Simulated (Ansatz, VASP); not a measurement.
## One calculation of BaTe, two programs

Contents of INCAR:

```
SYSTEM = BaTe
ALGO = Normal ; EDIFF = 1E-6
ENCUT = 520 ; GGA = PE
ISIF = 2 ; ISMEAR = 0
LASPH = .TRUE. ; LCHARG = .FALSE.
LREAL = .FALSE. ; LWAVE = .FALSE.
NBANDS = 24 ; NELM = 80
PREC = Accurate ; SIGMA = 0.05
```

KPOINTS

```
k-points
0
G
  8 8 4
  0 0 0
```

File POSCAR:

```
BaTe
1.0
    6.0299123819      0.0000000000      0.0000000000
   -3.0149561910      5.1703537676      0.0000000000
    0.0000000000      0.0000000000      7.0024277399
Ba Te
2 2
Direct
    0.6666666667      0.3333333333      0.0625865676
    0.3333333333      0.6666666667      0.5625865676
    0.6666666667      0.3333333333      0.5626134324
    0.3333333333      0.6666666667      0.0626134324
```

Input for Ansatz:

```yaml
crystal:
  lattice:
    - [6.0299123819, 0.0, 0.0]
    - [-3.014956191, 5.1703537676, 0.0]
    - [0.0, 0.0, 7.0024277399]
  atoms:
    - { symbol: Ba, position: [0.6666666667, 0.3333333333, 0.0625865676] }
    - { symbol: Ba, position: [0.3333333333, 0.6666666667, 0.5625865676] }
    - { symbol: Te, position: [0.6666666667, 0.3333333333, 0.5626134324] }
    - { symbol: Te, position: [0.3333333333, 0.6666666667, 0.0626134324] }
basis:
  ecutwfc: 420
  ecutrho_ratio: 4
kpoints:
  mp_grid: { grid: [8, 8, 4] }
hamiltonian:
  xc: pbe
scf:
  occupations: { method: gaussian, width: 0.05 }
output:
  forces: true
  stress: true
  eigenvalues: true
```

Change from the starting cell: strain e1 = +0.01, atoms carried along.

Alike in both runs: task single point; functional PBE; k mesh 8 × 8 × 4; occupations gaussian, width 0.05 eV; no spin polarisation.

```csv
,VASP,Ansatz
version,VASP 6.6.1,Ansatz 0.2.0
potentials or method,"VASP PAW PBE potentials, release 64 (Ba_sv, Te), cutoff 520 eV","scalar-relativistic, plane waves, PAW"
valence electrons in the cell,32,52
```

```csv
,VASP,Ansatz,Ansatz less VASP
gap on the k mesh at the Fermi level (eV),1.93,2.00,+0.073
least direct gap on the mesh (eV),2.23,2.28,+0.043
pressure (GPa),0.1,-0.2,-0.23
"traceless stress, the component that is largest in VASP (GPa)",-0.19,-0.15,+0.035
rms of the force components (eV/Å),0.022,0.021,-0.0015
```

Atom by atom the forces differ by 0.001 eV/Å (rms over components). VASP's potentials hold 32 valence electrons a cell and Ansatz's 52, so a difference there can come from the potentials and not from the codes.

Spin-orbit coupling is off throughout.
